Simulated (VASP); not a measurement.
## Co: single point with HSE06

The system is Co.

```
Co
1.0
     0.00000    1.74770    1.74770
     1.74770    0.00000    1.74770
     1.74770    1.74770    0.00000
Co
1
Cartesian
  0.0000 0.0000 0.0000
```

This isn't the form of Co at room conditions, which is hcp.

```yaml
Program: VASP 6.6.1
Task: single point
Functional: HSE06
Potentials_or_basis: VASP PAW PBE potentials, release 64 (Co)
Cutoff: 520 eV
k_mesh: 6 × 6 × 6
Occupations: fermi-dirac, width 0.1 eV
Spin: no spin polarisation
```

```
Pressure               : -14.8 GPa
Band gap on the k mesh : zero (an odd number of electrons rules out a gap without spin polarisation)
```

Levels at points of the mesh, in eV from the Fermi level:
| k point | band 1 | band 2 | band 3 | band 4 | band 5 | band 6 | band 7 | band 8 | band 9 |
| --- | --- | --- | --- | --- | --- | --- | --- | --- | --- |
| (0.00, 0.00, 0.00) | -9.61 | -2.11 | -2.11 | -2.11 | -1.81 | -1.81 | 24.80 | 29.85 | 29.85 |
| (0.50, 0.00, 0.00) | -5.26 | -2.90 | -2.90 | 0.30 | 0.49 | 0.49 | 8.43 | 23.39 | 27.52 |
| (0.50, 0.50, 0.00) | -5.91 | -4.56 | -0.84 | 1.26 | 1.26 | 3.42 | 11.64 | 16.95 | 16.95 |

Wall time 9.1 min on 1 thread of Intel Xeon 8259CL (shared host), peak memory 0.22 GiB.

Caveat: the k points lie up to 0.52 Å⁻¹ apart, too coarse for converged energies and pressures of a metal; the PAW data sets were made with another functional, which shifts forces and pressure a little; the run has no spin polarisation, though such a crystal can be magnetic. Spin polarisation is off, so any magnetic state and its effect on volume and gap are missing.
